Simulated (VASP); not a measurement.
Set up this calculation in VASP 6.6.1, as the native input.

- Task: single point
- Functional: PBEsol
- Potentials or basis: VASP PAW PBE potentials, release 64 (Mg)
- Cutoff: 520 eV
- k mesh: 18 × 18 × 18
- Occupations: gaussian, width 0.15 eV
- Spin: no spin polarisation
- Dipole correction: no
- Further INCAR settings: ALGO = Normal; EDIFF = 1e-06; NBANDS = 7

The structure of Mg lies in POSCAR:

```
Mg
1.0
   -1.8644500000      1.8644500000      1.6980524727
    1.8644500000     -1.8644500000      1.6980524727
    1.8644500000      1.8644500000     -1.6980524727
Mg
1
Direct
    0.0000000000      0.0000000000      0.0000000000
```

One way to write it, as run:

INCAR

```
ALGO     = Normal         # electronic algorithm
EDIFF    = 1E-6           # SCF threshold, eV
ENCUT    = 520            # plane-wave cutoff, eV
GGA      = PS             # functional
ISIF     = 2              # what is computed and relaxed
ISMEAR   = 0              # smearing method
LASPH    = T              # aspherical terms in the spheres
LCHARG   = F              # write CHGCAR
LREAL    = F              # projectors in reciprocal space
LWAVE    = F              # write WAVECAR
NBANDS   = 7              # bands
NELM     = 80             # most SCF steps
PREC     = Accurate       # precision mode
SIGMA    = 0.15           # smearing width, eV
```

KPOINTS

```
k-points
0
Gamma
  18 18 18
```

Potentials or basis: VASP PAW PBE potentials, release 64 (Mg).

Command:

```console
$ cat potpaw_PBE.64/Mg/POTCAR > POTCAR
$ mpirun -np 1 vasp_std > vasp.out
```

It gave:

* Pressure: -1.6 GPa
* Band gap on the k mesh: zero (bands 1 and 2 overlap by 4.43 eV)

Caveat: the PAW data sets were made with another functional, which shifts forces and pressure a little.

Run time: 12 s on 1 thread of Intel(R) Xeon(R) 6975P-C (Granite Rapids), with other jobs on the host, peak memory 0.2 GiB.
